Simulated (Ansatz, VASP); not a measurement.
This is a calculation of Bi for Ansatz 0.2.0.

Contents of input.yaml:

```yaml
crystal:
  lattice:
    - [3.3018899442, 0.0, 0.0]
    - [0.0, 3.2848288383, 0.0]
    - [-0.0820328266, 0.0, 6.5702716347]
  atoms:
    - { symbol: Bi, position: [0.54424725, 0.0, 0.74957789] }
    - { symbol: Bi, position: [0.45575275, 0.0, 0.25042211] }
hamiltonian:
  xc: pbe
  pseudopotentials: { kind: paw }
kpoints:
  mp_grid: { grid: [8, 8, 4] }
scf:
  occupations: { method: fermi_dirac, width: 0.05 }
output:
  forces: true
  stress: true
  eigenvalues: true
```

Potentials or basis: Ansatz PAW.

Command:

```sh
$ ansatz run input.yaml --threads 2 --pin off --max-ram 5120MiB --backend cpu --events-out ev --progress --plain --runs-dir out
```

**Question.** Translate it to VASP 6.6.1. Potentials there: VASP PAW PBE potentials, release 64 (Bi_d).

**Answer.** As run (the cutoff follows the program's own potentials):

The input INCAR:

```
PREC = Accurate
ENCUT = 520
EDIFF = 1E-7
ISMEAR = -1
SIGMA = 0.05
LREAL = F
LASPH = T
NELM = 100
ALGO = Fast
ISIF = 2
LWAVE = F
LCHARG = F
GGA = PE
NBANDS = 22
```

Contents of KPOINTS:

```
Automatic mesh
0
Gamma
  8 8 4
```

POSCAR

```
Bi
1.0
    3.3018899442      0.0000000000      0.0000000000
    0.0000000000      3.2848288383      0.0000000000
   -0.0820328266      0.0000000000      6.5702716347
Bi
2
Direct
    0.5442472500      0.0000000000      0.7495778900
    0.4557527500      0.0000000000      0.2504221100
```

Potentials or basis: VASP PAW PBE potentials, release 64 (Bi_d).

Launch:

```bash
$ cat potpaw_PBE.64/Bi_d/POTCAR > POTCAR
$ mpirun -np 1 vasp_std > vasp.out
```

Both were run:

|  | VASP | Ansatz | Ansatz less VASP |
| --- | --- | --- | --- |
| gap on the k mesh at the Fermi level (eV) | none | none | - |
| pressure (GPa) | -0.8 | -0.7 | +0.07 |
| traceless stress, the component that is largest in VASP (GPa) | 0.49 | 0.50 | +0.002 |
| rms of the force components (eV/Å) | 0.011 | 0.011 | +0.0001 |

Atom by atom the forces differ by 0.000 eV/Å (rms over components). A gap of «none» marks a metal or a gap that the smearing closes. With one functional, cell and mesh, what is left measures potentials, basis and numerics.

Spin-orbit coupling is off throughout.
